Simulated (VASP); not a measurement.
Input of a VASP 6.6.1 run:

File POSCAR:

```
CoSi
1.0
    4.4264574377      0.0000000000      0.0000000000
    0.0000000000      4.4264574377      0.0000000000
    0.0000000000      0.0000000000      4.4264574377
Co Si
4 4
Direct
    0.1445185463      0.1445185463      0.1445185463
    0.3554814537      0.8554814537      0.6445185463
    0.6445185463      0.3554814537      0.8554814537
    0.8554814537      0.6445185463      0.3554814537
    0.8432288412      0.8432288412      0.8432288412
    0.6567711588      0.1567711588      0.3432288412
    0.3432288412      0.6567711588      0.1567711588
    0.1567711588      0.3432288412      0.6567711588
```

The input INCAR.step1:

```
PREC     = Accurate       # precision mode
ENCUT    = 520            # plane-wave cutoff, eV
ISMEAR   = 0              # smearing method
SIGMA    = 0.1            # smearing width, eV
LREAL    = F              # projectors in reciprocal space
LASPH    = T              # aspherical terms in the spheres
NELM     = 80             # most SCF steps
NBANDS   = 36             # bands
GGA      = PE             # functional
ALGO     = Normal         # electronic algorithm
EDIFF    = 1E-4           # SCF threshold, eV
LWAVE    = T              # write WAVECAR
LCHARG   = F              # write CHGCAR
```

File INCAR.step2:

```
PREC     = Accurate       # precision mode
ENCUT    = 520            # plane-wave cutoff, eV
EDIFF    = 1E-7           # SCF threshold, eV
ISMEAR   = 0              # smearing method
SIGMA    = 0.1            # smearing width, eV
LREAL    = F              # projectors in reciprocal space
LASPH    = T              # aspherical terms in the spheres
NELM     = 80             # most SCF steps
ALGO     = Normal         # electronic algorithm
ISIF     = 2              # what is computed and relaxed
LWAVE    = F              # write WAVECAR
LCHARG   = T              # write CHGCAR
METAGGA  = R2SCAN         # meta-GGA
LMIXTAU  = T            
LELF     = T              # ELF
LVHAR    = T            
NBANDS   = 36             # bands
ISTART   = 1
```

File KPOINTS:

```
regular mesh
0
Gamma
  8 8 8
```

Potentials or basis: VASP PAW PBE potentials, release 64 (Co, Si).

Run with:

```bash
$ cat potpaw_PBE.64/Co/POTCAR potpaw_PBE.64/Si/POTCAR > POTCAR
$ cp INCAR.step1 INCAR
$ mpirun -np 1 vasp_std > vasp.out
$ cp INCAR.step2 INCAR
$ mpirun -np 1 vasp_std > vasp.out
```

Q: What does it give for the band gap on the k mesh?

A: Zero (bands 26 and 27 overlap by 0.20 eV).

Q: Estimate the largest force.

A: 0.008 eV/Å.

Forces on the atoms (eV/Å):
```
Co   0.004  0.004  0.004
Co  -0.004 -0.004  0.004
Co   0.004 -0.004 -0.004
Co  -0.004  0.004 -0.004
Si  -0.002 -0.002 -0.002
Si   0.002  0.002 -0.002
Si  -0.002  0.002  0.002
Si   0.002 -0.002  0.002
```

Caveat: the cell stands under tension; the PAW data sets were made with another functional, which shifts forces and pressure a little; the run has no spin polarisation, though such a crystal can be magnetic. Spin polarisation is off, so any magnetic state and its effect on volume and gap are missing.
